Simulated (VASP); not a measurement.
# TlCl (Pm-3m) in VASP: further runs, part 2 of 2

VASP 6.6.1. Earlier steps stand in the parts before.

## 3. Single point, PBE, non-collinear spin, zero start, spin-orbit coupling (27.05 Å³/atom)

This run uses another cell than the first one, of 27.05 Å³/atom.

INCAR reads:

```
ALGO = Normal ; EDIFF = 1E-6
ENCUT = 500 ; GGA = PE
GGA_COMPAT = False ; ISIF = 2
ISMEAR = 0 ; LASPH = True
LCHARG = False ; LORBIT = 11
LORBMOM = True ; LREAL = False
LSORBIT = True ; LWAVE = False
MAGMOM = 0 0 0 0 0 0 ; NBANDS = 32
NELM = 200 ; PREC = Accurate
SIGMA = 0.05
```

KPOINTS reads:

```
k-points
0
Gamma
  6 6 6
```

POSCAR reads:

```
TlCl
1.0
    3.7821806515      0.0000000000      0.0000000000
    0.0000000000      3.7821806515      0.0000000000
    0.0000000000      0.0000000000      3.7821806515
Tl Cl
1 1
Direct
    0.0000000000      0.0000000000      0.0000000000
    0.5000000000      0.5000000000      0.5000000000
```

Potentials or basis: VASP PAW PBE potentials, release 64 (Tl_d, Cl).

The run is started by

```console
$ cat potpaw_PBE.64/Tl_d/POTCAR potpaw_PBE.64/Cl/POTCAR > POTCAR
$ mpirun -np 1 vasp_ncl > vasp.out
```

OUTCAR:

```text
EDIFF = 1E-6
   ENCUT = 500
   GGA = PE
   ISIF = 2
   ISMEAR = 0
   LASPH = True
   LORBIT = 11
   LREAL = False
   LSORBIT = True
   NELM = 200
   PREC = Accurate

 ion  position               nearest neighbor table
   1  0.000  0.000  0.000-   2 3.28   2 3.28   2 3.28   2 3.28   2 3.28   2 3.28   2 3.28   2 3.28

   2  0.500  0.500  0.500-   1 3.28   1 3.28   1 3.28   1 3.28   1 3.28   1 3.28   1 3.28   1 3.28

  LATTYP: Found a simple cubic cell.
 ALAT       =     3.7821806515

  Lattice vectors:

 A1 = (   3.7821806515,   0.0000000000,   0.0000000000)
 A2 = (   0.0000000000,   3.7821806515,   0.0000000000)
 A3 = (   0.0000000000,   0.0000000000,   3.7821806515)

Analysis of symmetry for initial positions (statically):
=====================================================================
 Subroutine PRICEL returns:
 Original cell was already a primitive cell.

 Routine SETGRP: Setting up the symmetry group for a
 simple cubic supercell.

 Subroutine GETGRP returns: Found 48 space group operations
 (whereof 48 operations were pure point group operations)
 out of a pool of 48 trial point group operations.

The static configuration has the point symmetry O_h .

Analysis of symmetry for dynamics (positions and initial velocities):
=====================================================================
 Subroutine PRICEL returns:
 Original cell was already a primitive cell.

 Routine SETGRP: Setting up the symmetry group for a
 simple cubic supercell.

 Subroutine GETGRP returns: Found 48 space group operations
 (whereof 48 operations were pure point group operations)
 out of a pool of 48 trial point group operations.

The dynamic configuration has the point symmetry O_h .

Analysis of structural, dynamic, and magnetic symmetry:
=====================================================================
 Subroutine PRICEL returns:
 Original cell was already a primitive cell.

 Routine SETGRP: Setting up the symmetry group for a
 simple cubic supercell.

 Subroutine GETGRP returns: Found 48 space group operations
 (whereof 48 operations were pure point group operations)
 out of a pool of 48 trial point group operations.

The overall configuration has the point symmetry O_h .

 Subroutine INISYM returns: Found 48 space group operations
 (whereof 48 operations are pure point group operations),
 and found     1 'primitive' translations

----------------------------------------------------------------------------------------

                                     Primitive cell

  volume of cell :      54.1037

  direct lattice vectors                    reciprocal lattice vectors
     3.782180652  0.000000000  0.000000000     0.264397736  0.000000000  0.000000000
     0.000000000  3.782180652  0.000000000     0.000000000  0.264397736  0.000000000
     0.000000000  0.000000000  3.782180652     0.000000000  0.000000000  0.264397736

  length of vectors
     3.782180652  3.782180652  3.782180652     0.264397736  0.264397736  0.264397736

  position of ions in fractional coordinates (direct lattice)
     0.000000000  0.000000000  0.000000000
[... 835 lines left out ...]
  Direction    XX          YY          ZZ          XY          YZ          ZX
  --------------------------------------------------------------------------------------
  -------------------------------------------------------------------------------------
  Total        0.7925934      0.7925934      0.7925934     -0.0000000     -0.0000000     -0.0000000
  in kB       23.4711423     23.4711423     23.4711423     -0.0000000     -0.0000000     -0.0000000
  external PRESSURE =      23.4711423 kB  Pullay stress =       0.0000000 kB

 VOLUME and BASIS-vectors are now :
 -----------------------------------------------------------------------------
  energy-cutoff  :      500.00
  volume of cell :       54.10
      direct lattice vectors                 reciprocal lattice vectors
     3.782180652  0.000000000  0.000000000     0.264397736  0.000000000  0.000000000
     0.000000000  3.782180652  0.000000000     0.000000000  0.264397736  0.000000000
     0.000000000  0.000000000  3.782180652     0.000000000  0.000000000  0.264397736

 POSITION                                       TOTAL-FORCE (eV/Angst)
 -----------------------------------------------------------------------------------
      0.00000      0.00000      0.00000         0.000000      0.000000      0.000000
      1.89109      1.89109      1.89109         0.000000      0.000000      0.000000
 -----------------------------------------------------------------------------------
    total drift:                               -0.000000      0.000000      0.000000

  FREE ENERGIE OF THE ION-ELECTRON SYSTEM (eV)
  ---------------------------------------------------
  free  energy   TOTEN  =        -6.1588767101 eV

  energy  without entropy=       -6.1588767101  energy(sigma->0) =       -6.15887671

 orbital moment (x)

 # of ion     p       d       tot
 ----------------------------------------
  1         0.000  -0.000  -0.000
  2         0.000   0.000   0.000
 ----------------------------------------
            0.000  -0.000  -0.000

 orbital moment (y)

 # of ion     p       d       tot
 ----------------------------------------
  1         0.000  -0.000  -0.000
  2        -0.000   0.000  -0.000
 ----------------------------------------
           -0.000  -0.000  -0.000

 orbital moment (z)

 # of ion     p       d       tot
 ----------------------------------------
  1         0.000   0.000   0.000
  2         0.000   0.000   0.000
 ----------------------------------------
            0.000   0.000   0.000

 Spin-Orbit-Coupling matrix elements

 Ion:    1  E_soc:     -0.3637846
 l=   1
     0.0000000    -0.0122823    -0.0122823
    -0.0122823     0.0000000    -0.0122823
    -0.0122823    -0.0122823     0.0000000
 l=   2
     0.0000000    -0.0095730     0.0000000    -0.0095730    -0.0387755
    -0.0095730     0.0000000    -0.0290816    -0.0095730    -0.0096939
     0.0000000    -0.0290816     0.0000000    -0.0290816     0.0000000
    -0.0095730    -0.0095730    -0.0290816     0.0000000    -0.0096939
    -0.0387755    -0.0096939     0.0000000    -0.0096939     0.0000000
 l=   3
     0.0000000     0.0000000     0.0000000     0.0000000     0.0000000     0.0000000     0.0000000
     0.0000000     0.0000000     0.0000000     0.0000000     0.0000000     0.0000000     0.0000000
     0.0000000     0.0000000     0.0000000     0.0000000     0.0000000     0.0000000     0.0000000
     0.0000000     0.0000000     0.0000000     0.0000000     0.0000000     0.0000000     0.0000000
     0.0000000     0.0000000     0.0000000     0.0000000     0.0000000     0.0000000     0.0000000
     0.0000000     0.0000000     0.0000000     0.0000000     0.0000000     0.0000000     0.0000000
     0.0000000     0.0000000     0.0000000     0.0000000     0.0000000     0.0000000     0.0000000

 Ion:    2  E_soc:     -0.0041087
 l=   1
     0.0000000    -0.0006848    -0.0006848
    -0.0006848     0.0000000    -0.0006848
    -0.0006848    -0.0006848     0.0000000
 l=   2
     0.0000000     0.0000000     0.0000000     0.0000000     0.0000000
     0.0000000     0.0000000     0.0000000     0.0000000     0.0000000
     0.0000000     0.0000000     0.0000000     0.0000000     0.0000000
     0.0000000     0.0000000     0.0000000     0.0000000     0.0000000
     0.0000000     0.0000000     0.0000000     0.0000000     0.0000000
 l=   3
     0.0000000     0.0000000     0.0000000     0.0000000     0.0000000     0.0000000     0.0000000
     0.0000000     0.0000000     0.0000000     0.0000000     0.0000000     0.0000000     0.0000000
     0.0000000     0.0000000     0.0000000     0.0000000     0.0000000     0.0000000     0.0000000
     0.0000000     0.0000000     0.0000000     0.0000000     0.0000000     0.0000000     0.0000000
     0.0000000     0.0000000     0.0000000     0.0000000     0.0000000     0.0000000     0.0000000
     0.0000000     0.0000000     0.0000000     0.0000000     0.0000000     0.0000000     0.0000000
     0.0000000     0.0000000     0.0000000     0.0000000     0.0000000     0.0000000     0.0000000

 total charge

# of ion       s       p       d       tot
------------------------------------------
    1        1.316   0.134   9.670  11.120
    2        1.605   3.501   0.000   5.105
--------------------------------------------------
tot          2.920   3.634   9.670  16.225

 magnetization (x)

# of ion       s       p       d       tot
------------------------------------------
    1        0.000  -0.000  -0.000  -0.000
    2        0.000  -0.000   0.000  -0.000
--------------------------------------------------
tot          0.000  -0.000  -0.000  -0.000

 magnetization (y)

# of ion       s       p       d       tot
------------------------------------------
    1       -0.000   0.000   0.000  -0.000
    2        0.000  -0.000   0.000  -0.000
--------------------------------------------------
tot          0.000  -0.000   0.000  -0.000

 magnetization (z)

# of ion       s       p       d       tot
------------------------------------------
    1        0.000   0.000   0.000   0.000
    2        0.000   0.000   0.000   0.000
--------------------------------------------------
tot          0.000   0.000   0.000   0.000
```

stdout:

```text
POSCAR found type information on POSCAR TlCl
 POSCAR found :  2 types and       2 ions
 scaLAPACK will be used
 LDA part: xc-table for (Slater+PW92), standard interpolation
 POSCAR, INCAR and KPOINTS ok, starting setup
 FFT: planning ... GRIDC
 FFT: planning ... GRID_SOFT
 FFT: planning ... GRID
 WAVECAR not read
 entering main loop
```

It took 88 s on 1 thread of Oxide Virtual Turin-like, shared host; peak memory 0.23 GiB.

Results:

```
Free energy                                           : -6.1589 eV
Pressure                                              : 2.3 GPa
Net moment                                            : 0.00 μB per cell
Valence electrons inside the program's atomic spheres : Tl 11.12; Cl 5.11
```

Moments on the atoms (μB; x, y, z):
```
Tl  0.00 0.00 0.00
Cl  0.00 0.00 0.00
```

## 4. Single point, PBE, non-collinear spin, zero start, spin-orbit coupling

INCAR reads:

```
SYSTEM = TlCl
PREC = Accurate
ENCUT = 500
EDIFF = 1E-6
ISMEAR = 0
SIGMA = 0.05
LREAL = .False.
LASPH = .True.
NELM = 200
ALGO = Normal
ISIF = 2
LWAVE = .False.
LCHARG = .True.
MAGMOM = 0 0 0 0 0 0
LORBIT = 11
LSORBIT = .True.
GGA_COMPAT = .False.
LORBMOM = .True.
GGA = PE
LVHAR = .True.
NBANDS = 32
```

KPOINTS reads:

```
Automatic mesh
0
Gamma
  6 6 6
  0 0 0
```

POSCAR reads:

```
TlCl
1.0
    3.8339977844      0.0000000000      0.0000000000
    0.0000000000      3.8339977844      0.0000000000
    0.0000000000      0.0000000000      3.8339977844
Tl Cl
1 1
Direct
    0.0000000000      0.0000000000      0.0000000000
    0.5000000000      0.5000000000      0.5000000000
```

Potentials or basis: VASP PAW PBE potentials, release 64 (Tl_d, Cl).

The run is started by

```console
$ cat potpaw_PBE.64/Tl_d/POTCAR potpaw_PBE.64/Cl/POTCAR > POTCAR
$ mpirun -np 1 vasp_ncl > vasp.out
```

OUTCAR:

```text
SYSTEM = TlCl
   PREC = Accurate
   ENCUT = 500
   EDIFF = 1E-6
   ISMEAR = 0
   LREAL = .False.
   LASPH = .True.
   NELM = 200
   ISIF = 2
   LORBIT = 11
   LSORBIT = .True.
   GGA = PE

 ion  position               nearest neighbor table
   1  0.000  0.000  0.000-   2 3.32   2 3.32   2 3.32   2 3.32   2 3.32   2 3.32   2 3.32   2 3.32

   2  0.500  0.500  0.500-   1 3.32   1 3.32   1 3.32   1 3.32   1 3.32   1 3.32   1 3.32   1 3.32

  LATTYP: Found a simple cubic cell.
 ALAT       =     3.8339977844

  Lattice vectors:

 A1 = (   3.8339977844,   0.0000000000,   0.0000000000)
 A2 = (   0.0000000000,   3.8339977844,   0.0000000000)
 A3 = (   0.0000000000,   0.0000000000,   3.8339977844)

Analysis of symmetry for initial positions (statically):
=====================================================================
 Subroutine PRICEL returns:
 Original cell was already a primitive cell.

 Routine SETGRP: Setting up the symmetry group for a
 simple cubic supercell.

[... 960 lines left out ...]
 l=   3
     0.0000000     0.0000000     0.0000000     0.0000000     0.0000000     0.0000000     0.0000000
     0.0000000     0.0000000     0.0000000     0.0000000     0.0000000     0.0000000     0.0000000
     0.0000000     0.0000000     0.0000000     0.0000000     0.0000000     0.0000000     0.0000000
     0.0000000     0.0000000     0.0000000     0.0000000     0.0000000     0.0000000     0.0000000
     0.0000000     0.0000000     0.0000000     0.0000000     0.0000000     0.0000000     0.0000000
     0.0000000     0.0000000     0.0000000     0.0000000     0.0000000     0.0000000     0.0000000
     0.0000000     0.0000000     0.0000000     0.0000000     0.0000000     0.0000000     0.0000000

 Ion:    2  E_soc:     -0.0041058
 l=   1
     0.0000000    -0.0006843    -0.0006843
    -0.0006843     0.0000000    -0.0006843
    -0.0006843    -0.0006843     0.0000000
 l=   2
     0.0000000     0.0000000     0.0000000     0.0000000     0.0000000
     0.0000000     0.0000000     0.0000000     0.0000000     0.0000000
     0.0000000     0.0000000     0.0000000     0.0000000     0.0000000
     0.0000000     0.0000000     0.0000000     0.0000000     0.0000000
     0.0000000     0.0000000     0.0000000     0.0000000     0.0000000
 l=   3
     0.0000000     0.0000000     0.0000000     0.0000000     0.0000000     0.0000000     0.0000000
     0.0000000     0.0000000     0.0000000     0.0000000     0.0000000     0.0000000     0.0000000
     0.0000000     0.0000000     0.0000000     0.0000000     0.0000000     0.0000000     0.0000000
     0.0000000     0.0000000     0.0000000     0.0000000     0.0000000     0.0000000     0.0000000
     0.0000000     0.0000000     0.0000000     0.0000000     0.0000000     0.0000000     0.0000000
     0.0000000     0.0000000     0.0000000     0.0000000     0.0000000     0.0000000     0.0000000
     0.0000000     0.0000000     0.0000000     0.0000000     0.0000000     0.0000000     0.0000000

 total charge

# of ion       s       p       d       tot
------------------------------------------
    1        1.315   0.124   9.669  11.108
    2        1.604   3.497   0.000   5.101
--------------------------------------------------
tot          2.918   3.621   9.669  16.209

 magnetization (x)

# of ion       s       p       d       tot
------------------------------------------
    1        0.000  -0.000   0.000   0.000
    2       -0.000   0.000   0.000  -0.000
--------------------------------------------------
tot          0.000  -0.000   0.000   0.000

 magnetization (y)

# of ion       s       p       d       tot
------------------------------------------
    1       -0.000  -0.000   0.000  -0.000
    2       -0.000   0.000   0.000  -0.000
--------------------------------------------------
tot         -0.000  -0.000   0.000  -0.000

 magnetization (z)

# of ion       s       p       d       tot
------------------------------------------
    1       -0.000   0.000   0.000  -0.000
    2       -0.000  -0.000   0.000  -0.000
--------------------------------------------------
tot         -0.000  -0.000   0.000  -0.000
```

OSZICAR:

```text
N       E                     dE             d eps       ncg     rms          rms(c)
DAV:   1     0.113517932505E+03    0.11352E+03   -0.96492E+03  1288   0.109E+03
DAV:   2    -0.357384358464E+00   -0.11388E+03   -0.10893E+03  1504   0.257E+02
DAV:   3    -0.652281736259E+01   -0.61654E+01   -0.61308E+01  1544   0.512E+01
DAV:   4    -0.658083559728E+01   -0.58018E-01   -0.58008E-01  1464   0.576E+00
DAV:   5    -0.658172534045E+01   -0.88974E-03   -0.88972E-03  1520   0.738E-01    0.354E+00
DAV:   6    -0.620702978916E+01    0.37470E+00   -0.50015E-01  1408   0.457E+00    0.234E+00
DAV:   7    -0.618484884582E+01    0.22181E-01   -0.14912E-01  1464   0.195E+00    0.143E+00
DAV:   8    -0.618389102806E+01    0.95782E-03   -0.18170E-02  1400   0.903E-01    0.666E-01
DAV:   9    -0.618377734519E+01    0.11368E-03   -0.10401E-03  1496   0.261E-01    0.185E-01
DAV:  10    -0.618366641292E+01    0.11093E-03   -0.11727E-03  1376   0.197E-01    0.595E-02
DAV:  11    -0.618376629290E+01   -0.99880E-04   -0.21821E-04  1424   0.963E-02    0.130E-02
DAV:  12    -0.618376639885E+01   -0.10595E-06   -0.22999E-05  1448   0.320E-02    0.115E-02
DAV:  13    -0.618376604166E+01    0.35719E-06   -0.33811E-06  1304   0.107E-02
   1 F= -.61837660E+01 E0= -.61837660E+01  d E =-.148815E-16  mag=    -0.0000    -0.0000     0.0000
```

Run time: 1.7 min. Hardware: 1 thread of Oxide Virtual Turin-like, shared host; peak memory 0.23 GiB.

What came out:

```yaml
Free_energy: -6.1838 eV
Pressure: 1.1 GPa
Net_moment: 0.00 μB per cell
Valence_electrons_inside_the_program's_atomic_spheres: Tl 11.11; Cl 5.10
```

Moments on the atoms (μB; x, y, z):
```
Tl  0.00 0.00 0.00
Cl  0.00 0.00 0.00
```

## 5. Overview

| spin | cell | k mesh | pressure (GPa) | moment (μB) |
| --- | --- | --- | --- | --- |
| off | a = 3.834 Å, 2 atoms | 10 × 10 × 10 | 1.2 | - |
| non-collinear, zero start, SOC | a = 3.782 Å, 2 atoms | 6 × 6 × 6 | 2.3 | 0.00 |
| non-collinear, zero start, SOC | a = 3.834 Å, 2 atoms | 6 × 6 × 6 | 1.1 | 0.00 |

Alike in all rows: task single point; level PBE; potentials or basis VASP PAW PBE potentials, release 64 (Tl_d, Cl); cutoff (eV) 500; smearing gaussian 0.05 eV.

Total energies depend on the potentials used, so only differences within one code and one set of settings carry meaning.
